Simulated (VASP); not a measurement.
# C in VASP: further runs

Runs on C. Level: PBE+D3(BJ). Tasks: single point.

All numbers are computed with VASP 6.6.1; they aren't measurements. Logs are shortened: lines on timing, memory, paths and dates and some standing lists are left out, and cuts for length are marked.

### 1 The cell of the first run

The cell holds a slab with vacuum, 2 atoms: a = 2.456 Å, b = 2.456 Å, c = 8.524 Å, α = 90.00°, β = 90.00°, γ = 120.00°.

### 2 Single point, PBE+D3(BJ) (atom 1 (C) moved by (-0.300, -0.600) A along x and y)

File INCAR:

```
SYSTEM = C
PREC = Accurate
ENCUT = 520
EDIFF = 1E-6
ISMEAR = 0
SIGMA = 0.15
LREAL = .False.
LASPH = .True.
NELM = 60
ALGO = Normal
ISIF = 2
LWAVE = .False.
LCHARG = .False.
GGA = PE
IVDW = 12
NBANDS = 11
```

File KPOINTS:

```
Automatic mesh
0
Gamma
  30 30 8
  0 0 0
```

File POSCAR:

```
C
1.0
    2.4561701622      0.0000000000      0.0000000000
   -1.2280850811      2.1271057565      0.0000000000
    0.0000000000      0.0000000000      8.5238033600
C
2
Direct
    0.0701552476      0.3845932445      0.0000000000
    0.6666666667      0.3333333333      0.0000000000
```

Potentials or basis: VASP PAW PBE potentials, release 64 (C).

The run is started by

```console
cat potpaw_PBE.64/C/POTCAR > POTCAR
mpirun -np 1 vasp_std > vasp.out
```

OUTCAR:

```text
SYSTEM = C
   PREC = Accurate
   ENCUT = 520
   EDIFF = 1E-6
   ISMEAR = 0
   LREAL = .False.
   LASPH = .True.
   NELM = 60
   ISIF = 2
   GGA = PE
   IVDW = 12
 IVDW          = 12

 ion  position               nearest neighbor table
   1  0.070  0.385  0.000-   2 0.93   2 1.53   2 2.04
   2  0.667  0.333  0.000-   1 0.93   1 1.53   1 2.04

 -----------------------------------------------------------------------------
|                                                                             |
|           W    W    AA    RRRRR   N    N  II  N    N   GGGG   !!!           |
|           W    W   A  A   R    R  NN   N  II  NN   N  G    G  !!!           |
|           W    W  A    A  R    R  N N  N  II  N N  N  G       !!!           |
|           W WW W  AAAAAA  RRRRR   N  N N  II  N  N N  G  GGG   !            |
|           WW  WW  A    A  R   R   N   NN  II  N   NN  G    G                |
|           W    W  A    A  R    R  N    N  II  N    N   GGGG   !!!           |
|                                                                             |
|     The distance between some ions is very small. Please check the          |
|     nearest-neighbor list in the OUTCAR file.                               |
|     I HOPE YOU KNOW WHAT YOU ARE DOING!                                     |
|                                                                             |
 -----------------------------------------------------------------------------

  LATTYP: Found a hexagonal cell.
 ALAT       =     2.4561701622
 C/A-ratio  =     3.4703635323

  Lattice vectors:

 A1 = (   2.4561701622,   0.0000000000,   0.0000000000)
 A2 = (  -1.2280850811,   2.1271057565,   0.0000000000)
 A3 = (   0.0000000000,   0.0000000000,   8.5238033600)

Analysis of symmetry for initial positions (statically):
=====================================================================
 Subroutine PRICEL returns:
 Original cell was already a primitive cell.

 Routine SETGRP: Setting up the symmetry group for a
 hexagonal supercell.

 Subroutine GETGRP returns: Found  4 space group operations
 (whereof  2 operations were pure point group operations)
 out of a pool of 24 trial point group operations.

The static configuration has the point symmetry C_1h.
 The point group associated with its full space group is C_2h.

Analysis of symmetry for dynamics (positions and initial velocities):
=====================================================================
 Subroutine PRICEL returns:
 Original cell was already a primitive cell.

 Routine SETGRP: Setting up the symmetry group for a
 hexagonal supercell.

 Subroutine GETGRP returns: Found  4 space group operations
 (whereof  2 operations were pure point group operations)
 out of a pool of 24 trial point group operations.
[... 117 lines left out ...]
   ISMEAR =     0;   SIGMA  =   0.15  broadening in eV -4-tet -1-fermi 0-gaus
   EFERMI_NEDOS =   21; number of points for ismear=-14 and -15
   IALGO  =     38    algorithm
   IMIX   =      4    mixing-type and parameters
     AMIX     =   0.40;   BMIX     =  1.00
     AMIX_MAG =   1.60;   BMIX_MAG =  1.00
  volume/ion in A,a.u.               =      22.27       150.26
  Fermi-wavevector in a.u.,A,eV,Ry     =   0.923729  1.745594 11.609511  0.853275
  Thomas-Fermi vector in A             =   2.049397
   LORBIT       =      0    0 simple, 1 ext, 2 COOP (PROOUT), +10 PAW based schemes
   GGA     = PE    functional components
   LHFCALC =     F    Hartree Fock is set to
   AEXX    =    0.0000 exact exchange contribution
   IVDW    =    12    specifies the selected vdW correction
   LEPSILON=     F    determine dielectric tensor
   LRPA    =     F    only Hartree local field effects (RPA)
 non-spin polarized calculation
 Gauss-broadening in eV      SIGMA  =   0.15
  energy-cutoff  :      520.00
  volume of cell :       44.53
 maximum number of plane-waves:      1222
   NGX =  9   NGY =  9   NGZ = 31

 number of electron       7.9999999 magnetization

 Free energy of the ion-electron system (eV)
  ---------------------------------------------------
  ext. energy  EPLUGINS =         0.00000000
  ---------------------------------------------------
  free energy    TOTEN  =        -7.04978090 eV

  energy without entropy =       -7.04978090  energy(sigma->0) =       -7.04978090

 E-fermi :  -0.7454     XC(G=0):  -4.7888

 val. band max:       -1.4684716083   @ k =  -0.1000   0.0667   0.5000
 cond. band min:       0.2565988175   @ k =   0.5000   0.5000   0.0000
 fundamental gap:      1.7250704257
 Fermi energy:        -0.7453745322

 k-point     1 :       0.0000    0.0000    0.0000
  band No.  band energies     occupation
      1     -19.5583      2.00000
      2      -8.8903      2.00000
      3      -8.7928      2.00000
      4      -1.4950      2.00000
      5       2.1880      0.00000
      6       4.2051      0.00000
      7       6.2853      0.00000
      8       9.2030      0.00000
      9      10.0734      0.00000
     10      12.1481      0.00000
     11      14.5016      0.00000
[... 309 lines left out ...]
 k-point    24 :       0.0000    0.2667    0.0000
  band No.  band energies     occupation
      1     -18.0350      2.00000
      2      -9.8003      2.00000
      3      -7.4495      2.00000
      4      -5.9288      2.00000
      5       4.5053      0.00000
      6       6.1131      0.00000
      7       6.2572      0.00000
      8       8.5616      0.00000
      9      11.9449      0.00000
     10      13.5930      0.00000
     11      15.0910      0.00000

 [... further k-points ...]

------------------------ aborting loop because EDIFF is reached ----------------------------------------

 Edisp (eV)   -0.19498

 E8    (eV) :    -0.0600

  FORCE on cell =-STRESS in cart. coord.  units (eV):
  Direction    XX          YY          ZZ          XY          YZ          ZX
  --------------------------------------------------------------------------------------
  -------------------------------------------------------------------------------------
  Total      53.51568    11.92665    -0.03906     7.20366     0.00000     0.00000
  in kB    1925.35426   429.08989    -1.40537   259.16900     0.00000     0.00000
  external pressure =      784.35 kB  Pullay stress =        0.00 kB

 VOLUME and BASIS-vectors are now :
 -----------------------------------------------------------------------------
  energy-cutoff  :      520.00
  volume of cell :       44.53
      direct lattice vectors                 reciprocal lattice vectors
     2.456170162  0.000000000  0.000000000     0.407137916  0.235061185  0.000000000
    -1.228085081  2.127105756  0.000000000     0.000000000  0.470122370  0.000000000
     0.000000000  0.000000000  8.523803360     0.000000000  0.000000000  0.117318521

 POSITION                                       TOTAL-FORCE (eV/Angst)
 -----------------------------------------------------------------------------------
     -0.30000      0.81807      0.00000        68.123573      6.098474      0.000000
      1.22809      0.70904      0.00000       -68.123573     -6.098474      0.000000
 -----------------------------------------------------------------------------------
    total drift:                                0.000013      0.000006      0.000000

  FREE ENERGIE OF THE ION-ELECTRON SYSTEM (eV)
  ---------------------------------------------------
  free  energy   TOTEN  =        -7.2447643072 eV

  energy  without entropy=       -7.2447643072  energy(sigma->0) =       -7.24476431
```

stdout:

```text
POSCAR found type information on POSCAR C
 POSCAR found :  1 types and       2 ions
 scaLAPACK will be used
 LDA part: xc-table for (Slater+PW92), standard interpolation
 -----------------------------------------------------------------------------
|                                                                             |
|           W    W    AA    RRRRR   N    N  II  N    N   GGGG   !!!           |
|           W    W   A  A   R    R  NN   N  II  NN   N  G    G  !!!           |
|           W    W  A    A  R    R  N N  N  II  N N  N  G       !!!           |
|           W WW W  AAAAAA  RRRRR   N  N N  II  N  N N  G  GGG   !            |
|           WW  WW  A    A  R   R   N   NN  II  N   NN  G    G                |
|           W    W  A    A  R    R  N    N  II  N    N   GGGG   !!!           |
|                                                                             |
|     The distance between some ions is very small. Please check the          |
|     nearest-neighbor list in the OUTCAR file.                               |
|     I HOPE YOU KNOW WHAT YOU ARE DOING!                                     |
|                                                                             |
 -----------------------------------------------------------------------------

 POSCAR, INCAR and KPOINTS ok, starting setup
 FFT: planning ... GRIDC
 FFT: planning ... GRID_SOFT
 FFT: planning ... GRID
 WAVECAR not read
 entering main loop
```

Wall time 8.3 min (1 thread of Intel Xeon 6975P-C (Granite Rapids), shared host); peak memory 0.87 GiB.

Results:

```yaml
Free_energy: -7.2448 eV
Largest_force: 68.396 eV/Å
Band_gap_on_the_k_mesh: 1.73 eV (least direct gap 2.38 eV)
Dispersion_energy_per_atom: -0.097 eV
```

Forces in eV/Å, atoms in the order of the input:
```
C    68.124   6.098   0.000
C   -68.124  -6.098   0.000
```

Caveat: the cell differs from its parent crystal (atom 1 (C) moved by (-0.300, -0.600) A along x and y); atoms lie so close that the PAW spheres overlap strongly, which falsifies energies and pressures.

### 3 Single point, PBE+D3(BJ) (atom 1 (C) moved by (+0.000, +0.600) A along x and y)

File INCAR:

```
SYSTEM = C
  PREC = Accurate
  ENCUT = 520
  EDIFF = 1E-6
  ISMEAR = 0
  SIGMA = 0.15
  LREAL = .False.
  LASPH = .True.
  NELM = 80
  ALGO = Normal
  ISIF = 2
  LWAVE = .False.
  LCHARG = .False.
  GGA = PE
  IVDW = 12
  NBANDS = 11
```

KPOINTS is that of step 2.

Changes to POSCAR since step 2:

```diff
@@ -8,3 +8,3 @@
 Direct
-    0.0701552476      0.3845932445      0.0000000000
+    0.4743700444      0.9487400888      0.0000000000
     0.6666666667      0.3333333333      0.0000000000
```

Potentials or basis: VASP PAW PBE potentials, release 64 (C).

The run is started by

```console
cat potpaw_PBE.64/C/POTCAR > POTCAR
mpirun -np 1 vasp_std > vasp.out
```

Run time: 5.2 min. Hardware: 1 thread of Intel Xeon Platinum 8488C (Sapphire Rapids), shared host; peak memory 0.54 GiB.

Results (log left out):

```yaml
Free_energy: 5.4825 eV
Largest_force: 143.507 eV/Å
Dispersion_energy_per_atom: -0.096 eV
```

Forces in eV/Å, atoms in the order of the input:
```
C      0.000 -143.507    0.000
C      0.000  143.507    0.000
```

Caveat: the cell differs from its parent crystal (atom 1 (C) moved by (+0.000, +0.600) A along x and y); atoms lie so close that the PAW spheres overlap strongly, which falsifies energies and pressures.

### 4 Single point, PBE+D3(BJ) (atom 1 (C) moved by (-0.600, +0.600) A along x and y)

File INCAR:

```
ALGO = Normal
EDIFF = 1E-7
ENCUT = 520
GGA = PE
ISIF = 2
ISMEAR = 0
IVDW = 12
LASPH = T
LCHARG = F
LREAL = F
LWAVE = F
NBANDS = 11
NELM = 60
PREC = Accurate
SIGMA = 0.15
```

File KPOINTS:

```
k-points
0
Gamma
  30 30 8
```

Changes to POSCAR since step 3:

```diff
@@ -8,3 +8,3 @@
 Direct
-    0.4743700444      0.9487400888      0.0000000000
+    0.2300872951      0.9487400888      0.0000000000
     0.6666666667      0.3333333333      0.0000000000
```

Potentials or basis: VASP PAW PBE potentials, release 64 (C).

The run is started by

```console
cat potpaw_PBE.64/C/POTCAR > POTCAR
mpirun -np 1 vasp_std > vasp.out
```

OUTCAR:

```text
EDIFF = 1E-7
   ENCUT = 520
   GGA = PE
   ISIF = 2
   ISMEAR = 0
   IVDW = 12
   LASPH = T
   LREAL = F
   NELM = 60
   PREC = Accurate
 IVDW          = 12

 ion  position               nearest neighbor table
   1  0.230  0.949  0.000-   2 1.01   2 1.45   2 2.03
   2  0.667  0.333  0.000-   1 1.01   1 1.45   1 2.03

 -----------------------------------------------------------------------------
|                                                                             |
|           W    W    AA    RRRRR   N    N  II  N    N   GGGG   !!!           |
[... 549 lines left out ...]
  FORCE on cell =-STRESS in cart. coord.  units (eV):
  Direction    XX          YY          ZZ          XY          YZ          ZX
  --------------------------------------------------------------------------------------
  -------------------------------------------------------------------------------------
  Total      20.41547    24.07017    -0.03548    11.15844     0.00000     0.00000
  in kB     734.49539   865.98182    -1.27635   401.45169     0.00000     0.00000
  external pressure =      533.07 kB  Pullay stress =        0.00 kB

 VOLUME and BASIS-vectors are now :
 -----------------------------------------------------------------------------
  energy-cutoff  :      520.00
  volume of cell :       44.53
      direct lattice vectors                 reciprocal lattice vectors
     2.456170162  0.000000000  0.000000000     0.407137916  0.235061185  0.000000000
    -1.228085081  2.127105756  0.000000000     0.000000000  0.470122370  0.000000000
     0.000000000  0.000000000  8.523803360     0.000000000  0.000000000  0.117318521

 POSITION                                       TOTAL-FORCE (eV/Angst)
 -----------------------------------------------------------------------------------
     -0.60000      2.01807      0.00000       -22.245116    -31.514917      0.000000
      1.22809      0.70904      0.00000        22.245116     31.514917      0.000000
 -----------------------------------------------------------------------------------
    total drift:                               -0.000004     -0.000006      0.000000

  FREE ENERGIE OF THE ION-ELECTRON SYSTEM (eV)
  ---------------------------------------------------
  free  energy   TOTEN  =       -11.4539707682 eV

  energy  without entropy=      -11.4537580262  energy(sigma->0) =      -11.45386440
```

OSZICAR:

```text
N       E                     dE             d eps       ncg     rms          rms(c)
DAV:   1     0.286296515809E+02    0.28630E+02   -0.36231E+03 49856   0.575E+02
DAV:   2    -0.137196566764E+02   -0.42349E+02   -0.40917E+02 66794   0.140E+02
DAV:   3    -0.156260917477E+02   -0.19064E+01   -0.19000E+01 61616   0.298E+01
DAV:   4    -0.156414865890E+02   -0.15395E-01   -0.15393E-01 57486   0.325E+00
DAV:   5    -0.156416468169E+02   -0.16023E-03   -0.16023E-03 62635   0.305E-01    0.112E+01
DAV:   6    -0.121412083155E+02    0.35004E+01   -0.45120E+00 51378   0.132E+01    0.561E+00
DAV:   7    -0.112893160687E+02    0.85189E+00   -0.29728E+00 54907   0.107E+01    0.211E+00
DAV:   8    -0.112645019849E+02    0.24814E-01   -0.68075E-02 60439   0.185E+00    0.462E-01
DAV:   9    -0.112609150729E+02    0.35869E-02   -0.72464E-03 57608   0.573E-01    0.262E-01
DAV:  10    -0.112577063170E+02    0.32088E-02   -0.29552E-03 53963   0.298E-01    0.233E-01
DAV:  11    -0.112572225654E+02    0.48375E-03   -0.26470E-03 52182   0.251E-01    0.996E-02
DAV:  12    -0.112591812346E+02   -0.19587E-02   -0.36304E-04 53578   0.141E-01    0.649E-02
DAV:  13    -0.112592144938E+02   -0.33259E-04   -0.31282E-05 57567   0.382E-02    0.109E-02
DAV:  14    -0.112594127897E+02   -0.19830E-03   -0.19195E-05 52813   0.249E-02    0.105E-02
DAV:  15    -0.112594131475E+02   -0.35775E-06   -0.35362E-07 57186   0.447E-03    0.666E-03
DAV:  16    -0.112594158294E+02   -0.26819E-05   -0.25078E-07 53859   0.309E-03    0.145E-03
DAV:  17    -0.112594159376E+02   -0.10823E-06   -0.16309E-08 59528   0.816E-04    0.804E-04
DAV:  18    -0.112594159404E+02   -0.27900E-08   -0.15245E-09 55466   0.254E-04
   1 F= -.11453971E+02 E0= -.11453864E+02  d E =-.212742E-03
```

stdout:

```text
POSCAR found type information on POSCAR C
 POSCAR found :  1 types and       2 ions
 scaLAPACK will be used
 LDA part: xc-table for (Slater+PW92), standard interpolation
 -----------------------------------------------------------------------------
|                                                                             |
|           W    W    AA    RRRRR   N    N  II  N    N   GGGG   !!!           |
|           W    W   A  A   R    R  NN   N  II  NN   N  G    G  !!!           |
|           W    W  A    A  R    R  N N  N  II  N N  N  G       !!!           |
|           W WW W  AAAAAA  RRRRR   N  N N  II  N  N N  G  GGG   !            |
|           WW  WW  A    A  R   R   N   NN  II  N   NN  G    G                |
|           W    W  A    A  R    R  N    N  II  N    N   GGGG   !!!           |
|                                                                             |
|     The distance between some ions is very small. Please check the          |
|     nearest-neighbor list in the OUTCAR file.                               |
|     I HOPE YOU KNOW WHAT YOU ARE DOING!                                     |
|                                                                             |
 -----------------------------------------------------------------------------

 POSCAR, INCAR and KPOINTS ok, starting setup
 FFT: planning ... GRIDC
 FFT: planning ... GRID_SOFT
 FFT: planning ... GRID
 WAVECAR not read
 entering main loop
```

Wall time 13 min (1 thread of Oxide Virtual Turin-like, shared host); peak memory 0.85 GiB.

Results:

```
Free energy                : -11.4540 eV
Largest force              : 38.575 eV/Å
Band gap on the k mesh     : 0.33 eV (least direct gap 1.14 eV)
Dispersion energy per atom : -0.097 eV
```

Forces in eV/Å, atoms in the order of the input:
```
C   -22.245 -31.515   0.000
C    22.245  31.515   0.000
```

Caveat: the cell differs from its parent crystal (atom 1 (C) moved by (-0.600, +0.600) A along x and y); atoms lie so close that the PAW spheres overlap strongly, which falsifies energies and pressures.

### 5 Summary

```tsv
cell	gap on the mesh (eV)	largest force (eV/Å)
as given, atomic positions A	1.73	68.40
as given, atomic positions B	-	143.51
as given, atomic positions C	0.33	38.58
```

Alike in all rows: task single point; level PBE+D3(BJ); potentials or basis VASP PAW PBE potentials, release 64 (C); no spin polarisation; k mesh 30 × 30 × 8; cutoff (eV) 520; smearing gaussian 0.15 eV.

Caveats: atoms lie so close that the PAW spheres overlap strongly, which falsifies energies and pressures.

Total energies depend on the potentials used, so only differences within one code and one set of settings carry meaning.
